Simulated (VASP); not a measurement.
Wanted: the native input for a VASP 6.6.1 run.

```yaml
Task: single point
Functional: PBEsol
Potentials_or_basis: VASP PAW PBE potentials, release 64 (P)
Cutoff: 520 eV
k_mesh: 24 × 24 × 6
Occupations: gaussian, width 0.15 eV
Spin: no spin polarisation
Dipole_correction: no
Further_INCAR_settings: ALGO = Normal; EDIFF = 1e-07; NBANDS = 18
```

The structure of P lies in POSCAR:

```
P
1.0
   -2.4347371633      0.0000000000     -0.0052449062
    0.0000000000     -2.4346254889      0.0000000000
   -1.9675941447      0.0000000000      9.5816991805
P
4
Direct
    0.3000000000      0.0000000000      0.8750000000
    0.7000000000      0.0000000000      0.3750000000
   -0.1000000000      0.0000000000      0.1250000000
   -0.5000000000      0.0000000000      0.6250000000
```

These files were run (other wordings do the same):

INCAR

```
  PREC = Accurate
  ENCUT = 520
  EDIFF = 1E-7
  ISMEAR = 0
  SIGMA = 0.15
  LREAL = F
  LASPH = T
  NELM = 80
  ALGO = Normal
  ISIF = 2
  LWAVE = F
  LCHARG = T
  GGA = PS
  LELF = T
  LVHAR = T
  NBANDS = 18
```

KPOINTS

```
regular mesh
0
Gamma
  24 24 6
```

Potentials or basis: VASP PAW PBE potentials, release 64 (P).

The run is started by

```sh
$ cat potpaw_PBE.64/P/POTCAR > POTCAR
$ mpirun -np 1 vasp_std > vasp.out
```

Results of the run:

| Item | Value |
| --- | --- |
| Pressure | -0.1 GPa |
| Largest force | 0.407 eV/Å |
| Band gap on the k mesh | zero (bands 10 and 11 overlap by 8.41 eV) |

Caveat: the PAW data sets were made with another functional, which shifts forces and pressure a little.

Wall time 16 min on 1 thread of Intel Xeon 8259CL, on a shared host, peak memory 0.71 GiB.
